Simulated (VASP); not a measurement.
# PbS (Galena) (Fm-3m) in VASP: settings compared, part 2 of 3

VASP 6.6.1.

**3. Relaxation of cell and atoms, revPBE+D3(BJ)**

Input file INCAR:

```
SYSTEM = PbS
  ALGO = Normal
  EDIFF = 1E-7
  EDIFFG = -0.005
  ENCUT = 600
  GGA = RE
  IBRION = 2
  ISIF = 3
  ISMEAR = -1
  IVDW = 12
  LASPH = .True.
  LCHARG = .False.
  LREAL = .False.
  LWAVE = .False.
  NELM = 100
  NSW = 80
  PREC = Accurate
  SIGMA = 0.05
```

Input file KPOINTS:

```
k-points
0
Gamma
  8 8 8
  0 0 0
```

Input file POSCAR:

```
PbS
1.0
    0.0000000000      2.9657500000      2.9657500000
    2.9657500000      0.0000000000      2.9657500000
    2.9657500000      2.9657500000      0.0000000000
Pb S
1 1
Direct
    0.0000000000      0.0000000000      0.0000000000
    0.5000000000      0.5000000000      0.5000000000
```

Potentials or basis: VASP PAW PBE potentials, release 64 (Pb_d, S).

Run with:

```sh
$ cat potpaw_PBE.64/Pb_d/POTCAR potpaw_PBE.64/S/POTCAR > POTCAR
$ mpirun -np 1 vasp_std > vasp.out
```

OUTCAR:

```text
SYSTEM = PbS
   EDIFF = 1E-7
   EDIFFG = -0.005
   ENCUT = 600
   GGA = RE
   IBRION = 2
   ISIF = 3
   ISMEAR = -1
   IVDW = 12
   LASPH = .True.
   LREAL = .False.
   NELM = 100
   NSW = 80
   PREC = Accurate
 IVDW          = 12

 ion  position               nearest neighbor table
   1  0.000  0.000  0.000-   2 2.97   2 2.97   2 2.97   2 2.97   2 2.97   2 2.97
   2  0.500  0.500  0.500-   1 2.97   1 2.97   1 2.97   1 2.97   1 2.97   1 2.97

  LATTYP: Found a face centered cubic cell.
 ALAT       =     5.9315000000

  Lattice vectors:

 A1 = (   0.0000000000,   2.9657500000,   2.9657500000)
 A2 = (   2.9657500000,   0.0000000000,   2.9657500000)
 A3 = (   2.9657500000,   2.9657500000,   0.0000000000)

Analysis of symmetry for initial positions (statically):
=====================================================================
 Subroutine PRICEL returns:
 Original cell was already a primitive cell.

 Routine SETGRP: Setting up the symmetry group for a
 face centered cubic supercell.

 Subroutine GETGRP returns: Found 48 space group operations
[... 9 lines left out ...]

 Routine SETGRP: Setting up the symmetry group for a
 face centered cubic supercell.

 Subroutine GETGRP returns: Found 48 space group operations
[... 11 lines left out ...]
                                     Primitive cell

  volume of cell :      52.1715

  direct lattice vectors                    reciprocal lattice vectors
     0.000000000  2.965750000  2.965750000    -0.168591419  0.168591419  0.168591419
     2.965750000  0.000000000  2.965750000     0.168591419 -0.168591419  0.168591419
     2.965750000  2.965750000  0.000000000     0.168591419  0.168591419 -0.168591419

  length of vectors
     4.194203873  4.194203873  4.194203873     0.292008903  0.292008903  0.292008903

  position of ions in fractional coordinates (direct lattice)
     0.000000000  0.000000000  0.000000000
     0.500000000  0.500000000  0.500000000

  ion indices of the primitive-cell ions
   primitive index   ion index
                 1           1
                 2           2

----------------------------------------------------------------------------------------

 KPOINTS: k-points

Automatic generation of k-mesh.
 Grid dimensions read from file:
 generate k-points for:    8    8    8
[... 80 lines left out ...]
   EFERMI_NEDOS =   21; number of points for ismear=-14 and -15
   IALGO  =     38    algorithm
   IMIX   =      4    mixing-type and parameters
     AMIX     =   0.40;   BMIX     =  1.00
     AMIX_MAG =   1.60;   BMIX_MAG =  1.00
  volume/ion in A,a.u.               =      26.09       176.04
  Fermi-wavevector in a.u.,A,eV,Ry     =   1.189251  2.247359 19.242973  1.414319
  Thomas-Fermi vector in A             =   2.325363
   LORBIT       =      0    0 simple, 1 ext, 2 COOP (PROOUT), +10 PAW based schemes
   GGA     = RE    functional components
   LHFCALC =     F    Hartree Fock is set to
   AEXX    =    0.0000 exact exchange contribution
   IVDW    =    12    specifies the selected vdW correction
   LEPSILON=     F    determine dielectric tensor
   LRPA    =     F    only Hartree local field effects (RPA)
 conjugate gradient relaxation of ions
 non-spin polarized calculation
  energy-cutoff  :      600.00
  volume of cell :       52.17
 maximum number of plane-waves:      1807
 NGX is ok and might be reduce to    36
   NGX = 17   NGY = 17   NGZ = 17

--------------------------------------- Ionic step        1  -------------------------------------------

 number of electron      20.0000002 magnetization

 Free energy of the ion-electron system (eV)
  ---------------------------------------------------
  ext. energy  EPLUGINS =         0.00000000
  ---------------------------------------------------
  free energy    TOTEN  =        -8.14778803 eV

  energy without entropy =       -8.14768063  energy(sigma->0) =       -8.14773433

------------------------ aborting loop because EDIFF is reached ----------------------------------------

 Edisp (eV)   -1.29510

 E8    (eV) :    -0.9137
[... 71 lines left out ...]
--------------------------------------- Ionic step        3  -------------------------------------------

 number of electron      20.0000002 magnetization

 Free energy of the ion-electron system (eV)
  ---------------------------------------------------
  ext. energy  EPLUGINS =         0.00000000
  ---------------------------------------------------
  free energy    TOTEN  =        -8.13797045 eV

  energy without entropy =       -8.13783432  energy(sigma->0) =       -8.13790238

 E-fermi :   6.2274     XC(G=0):  -9.6006

 val. band max:        6.0252253070   @ k =   0.5000   0.0000   0.0000
 cond. band min:       6.4295329357   @ k =   0.5000   0.0000   0.0000
 fundamental gap:      0.4043076288
 Fermi energy:         6.2273818728

 k-point     1 :       0.0000    0.0000    0.0000
  band No.  band energies     occupation
      1     -10.8749      2.00000
      2     -10.8749      2.00000
      3     -10.8749      2.00000
      4     -10.8553      2.00000
      5     -10.8553      2.00000
      6      -7.6491      2.00000
      7       0.0208      2.00000
      8       3.7938      2.00000
      9       3.7938      2.00000
     10       3.7938      2.00000
     11      11.2936      0.00000
     12      11.2936      0.00000
     13      11.2936      0.00000
     14      12.7526      0.00000
[... 377 lines left out ...]
      1     -10.9270      2.00000
      2     -10.8743      2.00000
      3     -10.8580      2.00000
      4     -10.8452      2.00000
      5     -10.8237      2.00000
      6      -6.1667      2.00000
      7      -2.4845      2.00000
      8       2.5364      2.00000
      9       2.9648      2.00000
     10       5.0048      2.00000
     11       7.6107      0.00000
     12       9.4522      0.00000
     13      10.0849      0.00000
     14      14.0778      0.00000

 [... further k-points ...]

------------------------ aborting loop because EDIFF is reached ----------------------------------------

 Edisp (eV)   -1.30548

 E8    (eV) :    -0.9209
[... 25 lines left out ...]
  FREE ENERGIE OF THE ION-ELECTRON SYSTEM (eV)
  ---------------------------------------------------
  free  energy   TOTEN  =        -9.4434498286 eV

  energy  without entropy=       -9.4433137012  energy(sigma->0) =       -9.44338176

 reached required accuracy - stopping structural energy minimisation
```

OSZICAR:

```text
N       E                     dE             d eps       ncg     rms          rms(c)
DAV:   1     0.165095874254E+03    0.16510E+03   -0.10794E+04   818   0.168E+03
DAV:   2     0.543819489627E+01   -0.15966E+03   -0.15596E+03   872   0.378E+02
DAV:   3    -0.825440587210E+01   -0.13693E+02   -0.13533E+02  1052   0.110E+02
DAV:   4    -0.861491301869E+01   -0.36051E+00   -0.36026E+00   952   0.208E+01
[... 28 lines left out ...]
DAV:   5    -0.813797061390E+01    0.20140E-05   -0.24884E-06  1030   0.215E-02    0.384E-03
DAV:   6    -0.813797003950E+01    0.57439E-06   -0.31399E-07   850   0.855E-03    0.578E-04
DAV:   7    -0.813797032459E+01   -0.28509E-06   -0.33083E-08   442   0.239E-03    0.250E-04
DAV:   8    -0.813797044662E+01   -0.12203E-06   -0.11126E-08   430   0.187E-03    0.107E-04
DAV:   9    -0.813797044639E+01    0.23124E-09   -0.31838E-09   424   0.843E-04
   3 F= -.94434498E+01 E0= -.94433818E+01  d E =-.560225E-03
```

CONTCAR:

```text
PbS
   1.00000000000000
    -0.0000000000000000    2.9580172869797390    2.9580172869797390
     2.9580172869797390    0.0000000000000000    2.9580172869797390
     2.9580172869797390    2.9580172869797390    0.0000000000000000
  Pb              S
     1     1
Direct
     0.0000000000000000    0.0000000000000000    0.0000000000000000
     0.5000000000000000    0.5000000000000000    0.5000000000000000

  0.00000000E+00  0.00000000E+00  0.00000000E+00
  0.00000000E+00  0.00000000E+00  0.00000000E+00
```

Wall time 34 s (1 thread of Intel Xeon 6975P-C (Granite Rapids), shared host); peak memory 0.22 GiB.

What came out:

```
Free energy                            : -9.4434 eV
Relaxed volume                         : 25.88 Å³/atom
Relaxed cell                           : a = 4.183 Å, b = 4.183 Å, c = 4.183 Å, α = 60.00°, β = 60.00°, γ = 60.00°
Space group after relaxing (to 0.05 Å) : Fm-3m (No. 225)
Energy gained by relaxing              : 0.3 meV/atom
Ionic steps                            : 3
Pressure after relaxing                : 0.0 GPa
Band gap on the k mesh                 : 0.40 eV, direct
Dispersion energy per atom             : -0.653 eV
```

Step by step:
```tsv
step	energy change (eV)	largest force (eV/Å)	pressure (GPa)	volume (Å³)
1	0.0000	0.0000	-0.43	52.17
2	-0.0005	0.0000	0.14	51.64
3	-0.0006	0.0000	0.00	51.76
```

Final structure:
```yaml
crystal:
  lattice:
    - [0.00000, 2.95802, 2.95802]
    - [2.95802, 0.00000, 2.95802]
    - [2.95802, 2.95802, 0.00000]
  atoms:
    - { symbol: Pb, position: [0.00000, 0.00000, 0.00000] }
    - { symbol: S, position: [0.50000, 0.50000, 0.50000] }
```

Levels at points of the mesh, in eV from the valence-band top:
```csv
k point,band 6,band 7,band 8,band 9,band 10,band 11,band 12,band 13,band 14
"(0.00, 0.00, 0.00)",-13.67,-6.00,-2.23,-2.23,-2.23,5.27,5.27,5.27,6.73
"(0.50, 0.00, 0.00)",-12.42,-8.88,-1.84,-1.84,0.00,0.40,1.97,1.97,8.77
"(0.50, 0.50, 0.00)",-11.98,-7.20,-5.25,-3.50,-3.50,3.89,5.64,5.74,5.74
```

Caveat: the PAW data sets were made with another functional, which shifts forces and pressure a little; spin-orbit coupling is left out, which moves the levels of the heavy elements. A k mesh can miss the band edges.

**4. Relaxation of cell and atoms, BLYP**

Input file INCAR:

```
SYSTEM = PbS
PREC = Accurate ; ENCUT = 600
EDIFF = 1E-6 ; ISMEAR = -1
SIGMA = 0.05 ; LREAL = .FALSE.
LASPH = .TRUE. ; NELM = 80
ALGO = Normal ; ISIF = 3
LWAVE = .FALSE. ; LCHARG = .FALSE.
GGA = B5 ; ALDAX = 1.0
AGGAX = 1.0 ; AGGAC = 1.0
ALDAC = 0.0 ; IBRION = 2
NSW = 80 ; EDIFFG = -0.01
```

Input file KPOINTS:

```
regular mesh
0
G
  8 8 8
  0 0 0
```

POSCAR is that of step 3.

Run with:

```sh
$ cat potpaw_PBE.64/Pb_d/POTCAR potpaw_PBE.64/S/POTCAR > POTCAR
$ mpirun -np 1 vasp_std > vasp.out
```

Run time: 60 s. Hardware: 1 thread of Intel Xeon 6975P-C (Granite Rapids), shared host; peak memory 0.22 GiB.

The run converged. Its results:

```yaml
Free_energy: -7.7602 eV
Relaxed_volume: 28.91 Å³/atom
Relaxed_cell: a = 4.341 Å, b = 4.341 Å, c = 4.341 Å, α = 60.00°, β = 60.00°, γ = 60.00°
Space_group_after_relaxing_to_0.05_Å: Fm-3m (No. 225)
Energy_gained_by_relaxing: 48.7 meV/atom
Ionic_steps: 3
Pressure_after_relaxing: 0.0 GPa
Band_gap_on_the_k_mesh: 0.77 eV, direct
```

The path:
```
step  energy change (eV)  largest force (eV/Å)  pressure (GPa)  volume (Å³)
   1              0.0000                0.0000            6.01        52.17
   2             -0.0873                0.0000           -1.52        59.92
   3             -0.0974                0.0000            0.03        57.83
```

Final structure:
```xyz
2
Lattice="0.0000 3.0693 3.0693 3.0693 0.0000 3.0693 3.0693 3.0693 0.0000" Properties=species:S:1:pos:R:3 pbc="T T T"
Pb    0.0000    0.0000    0.0000
S     3.0693    3.0693    3.0693
```

Levels at points of the mesh, in eV from the valence-band top:
```
           k point  band 7  band 8  band 9  band 10  band 11  band 12  band 13  band 14
(0.00, 0.00, 0.00)   -6.22   -1.59   -1.59    -1.59     4.88     4.88     4.88     7.24
(0.50, 0.00, 0.00)   -8.28   -1.25   -1.25     0.00     0.77     2.21     2.21     8.93
(0.50, 0.50, 0.00)   -7.10   -4.19   -2.68    -2.68     4.66     5.30     5.30     5.30
```

Caveat: the PAW data sets were made with another functional, which shifts forces and pressure a little; spin-orbit coupling is left out, which moves the levels of the heavy elements; the volume moved by +11 % from the deposited cell, more than functionals usually miss.

**5. Relaxation of cell and atoms, revPBE**

Input file INCAR:

```
ALGO = Normal
EDIFF = 1E-7
EDIFFG = -0.01
ENCUT = 600
GGA = RE
IBRION = 2
ISIF = 3
ISMEAR = -1
LASPH = True
LCHARG = False
LREAL = False
LWAVE = False
NELM = 100
NSW = 80
PREC = Accurate
SIGMA = 0.05
```

Input file KPOINTS:

```
k-points
0
Gamma
  8 8 8
```

POSCAR is that of step 4.

Run with:

```sh
$ cat potpaw_PBE.64/Pb_d/POTCAR potpaw_PBE.64/S/POTCAR > POTCAR
$ mpirun -np 1 vasp_std > vasp.out
```

Wall time 66 s (1 thread of Intel Xeon 6975P-C (Granite Rapids), shared host); peak memory 0.22 GiB.

Results (log left out):

| Property | Result |
| --- | --- |
| Free energy | -8.1846 eV |
| Relaxed volume | 27.81 Å³/atom |
| Relaxed cell | a = 4.285 Å, b = 4.285 Å, c = 4.285 Å, α = 60.00°, β = 60.00°, γ = 60.00° |
| Space group after relaxing (to 0.05 Å) | Fm-3m (No. 225) |
| Energy gained by relaxing | 18.4 meV/atom |
| Ionic steps | 3 |
| Pressure after relaxing | 0.0 GPa |
| Band gap on the k mesh | 0.65 eV, direct |

Step by step:
```tsv
step	energy change (eV)	largest force (eV/Å)	pressure (GPa)	volume (Å³)
1	0.0000	0.0000	3.61	52.17
2	-0.0335	0.0000	-0.93	56.74
3	-0.0368	0.0000	0.01	55.62
```

Final structure:
```xyz
2
Lattice="0.0000 3.0297 3.0297 3.0297 0.0000 3.0297 3.0297 3.0297 0.0000" Properties=species:S:1:pos:R:3 pbc="T T T"
Pb    0.0000    0.0000    0.0000
S     3.0297    3.0297    3.0297
```

Levels at points of the mesh, in eV from the valence-band top:
```csv
k point,band 8,band 9,band 10,band 11,band 12,band 13
"(0.00, 0.00, 0.00)",-1.81,-1.81,-1.81,5.12,5.12,5.12
"(0.50, 0.00, 0.00)",-1.47,-1.47,0.00,0.65,2.19,2.19
"(0.50, 0.50, 0.00)",-4.58,-2.97,-2.97,4.27,5.47,5.54
```

Caveat: the PAW data sets were made with another functional, which shifts forces and pressure a little; spin-orbit coupling is left out, which moves the levels of the heavy elements. revPBE gives volumes clearly too large for solids.

[end of part 2 of 3]
